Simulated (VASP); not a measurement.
Ti:

```
Ti
1.0
    -1.64100    1.64100    1.64100
     1.64100   -1.64100    1.64100
     1.64100    1.64100   -1.64100
Ti
1
Direct
  0.00000 0.00000 0.00000
```

| Quantity | Value |
| --- | --- |
| Program | VASP 6.6.1 |
| Task | relaxation of cell and atoms |
| Functional | r2SCAN |
| Potentials or basis | VASP PAW PBE potentials, release 64 (Ti_sv) |
| Cutoff | 600 eV |
| k mesh | 24 × 24 × 24 |
| Occupations | gaussian, width 0.1 eV |
| Spin | no spin polarisation |

At the start: pressure -2.5 GPa; volume 17.68 Å³/atom.

How do energy, volume and symmetry change on relaxing?

Over 8 steps the energy falls by 3.2 meV/atom and the volume is 17.27 Å³/atom (-2.3 %); space group Im-3m (No. 229, to 0.05 Å).

The path:
```
step  energy change (eV)  largest force (eV/Å)  pressure (GPa)  volume (Å³)
   1              0.0000                0.0000           -2.51        17.68
   2             -0.0015                0.0000            1.96        16.98
   3             -0.0032                0.0000            0.28        17.27
   4             -0.0032                0.0000           -0.19        17.31
   5             -0.0032                0.0000           -0.30        17.29
   6             -0.0032                0.0000           -0.19        17.28
   7             -0.0032                0.0000           -0.10        17.28
   8             -0.0032                0.0000           -0.06        17.27
```

Final structure:
```yaml
crystal:
  lattice:
    - [-1.62843, 1.62843, 1.62843]
    - [1.62843, -1.62843, 1.62843]
    - [1.62843, 1.62843, -1.62843]
  atoms:
    - { symbol: Ti, position: [0.00000, 0.00000, 0.00000] }
```

Caveat: the PAW data sets were made with another functional, which shifts forces and pressure a little.
